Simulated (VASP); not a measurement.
A run of VASP 6.6.1 is set up as follows.

File INCAR:

```
ALGO = Normal
EDIFF = 1E-7
EDIFFG = -0.01
ENCUT = 600
GGA_COMPAT = False
IBRION = 2
ISIF = 3
ISMEAR = -1
LASPH = True
LCHARG = False
LREAL = False
LWAVE = False
NELM = 120
NELMIN = 4
NSW = 80
PREC = Accurate
SIGMA = 0.02
```

Contents of KPOINTS:

```
k-points
0
Gamma
  6 6 8
```

POSCAR

```
MgF2
1.0
    4.6250000000      0.0000000000      0.0000000000
    0.0000000000      4.6250000000      0.0000000000
    0.0000000000      0.0000000000      3.0520000000
Mg F
2 4
Direct
    0.0000000000      0.0000000000      0.0000000000
    0.5000000000      0.5000000000      0.5000000000
    0.3030000000      0.3030000000      0.0000000000
    0.1970000000      0.8030000000      0.5000000000
    0.6970000000      0.6970000000      0.0000000000
    0.8030000000      0.1970000000      0.5000000000
```

Potentials or basis: VASP PAW LDA potentials, release 64 (Mg, F).

Launch:

```sh
$ cat potpaw_LDA.64/Mg/POTCAR potpaw_LDA.64/F/POTCAR > POTCAR
$ mpirun -np 1 vasp_std > vasp.out
```

**Question.** Estimate the relaxed volume.

**Answer.** 10.23 Å³/atom.

**Question.** Estimate the space group after relaxing (to 0.1 Å).

**Answer.** P4_2/mnm (No. 136).

Stress tensor (GPa, compression positive):
```
-0.01  0.00  0.00
 0.00 -0.01  0.00
 0.00  0.00  0.11
```

LDA usually gives volumes a few per cent too small. Zero-point motion and thermal expansion aren't in these numbers.
